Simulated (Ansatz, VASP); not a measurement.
Al4Ni: VASP beside Ansatz

```xyz
5
Lattice="2.8055 0.0000 0.0000 -1.4027 2.4296 0.0000 0.0000 0.0000 11.0028" Properties=species:S:1:pos:R:3 pbc="T T T"
Al    0.0000    1.6197    9.1157
Al    0.0000    1.6197    4.2850
Al    1.4027    0.8099    1.8871
Al    1.4027    0.8099    6.7179
Ni    0.0000    0.0000    0.0000
```

Change from the starting cell: species swapped into the Co4H type (P-3m1, No. 164).

Alike in both runs: functional PBE; k mesh 18 × 18 × 4; occupations gaussian, width 0.1 eV; no spin polarisation.

Ansatz relaxed the structure, and its values are those at the end. VASP's run is a single point on that final structure, the one shown.

|  | VASP | Ansatz |
| --- | --- | --- |
| version | VASP 6.6.1 | Ansatz 0.2.0 |
| potentials or method | VASP PAW PBE potentials, release 64 (Al, Ni), cutoff 520 eV | scalar-relativistic, plane waves, PAW |
| valence electrons in the cell | 22 | 30 |

|  | VASP | Ansatz | Ansatz less VASP |
| --- | --- | --- | --- |
| gap on the k mesh at the Fermi level (eV) | none | none | - |
| pressure (GPa) | -0.1 | 0.0 | +0.08 |

A gap of «none» marks a metal or a gap that the smearing closes. VASP's potentials hold 22 valence electrons a cell and Ansatz's 30, so a difference there can come from the potentials and not from the codes.
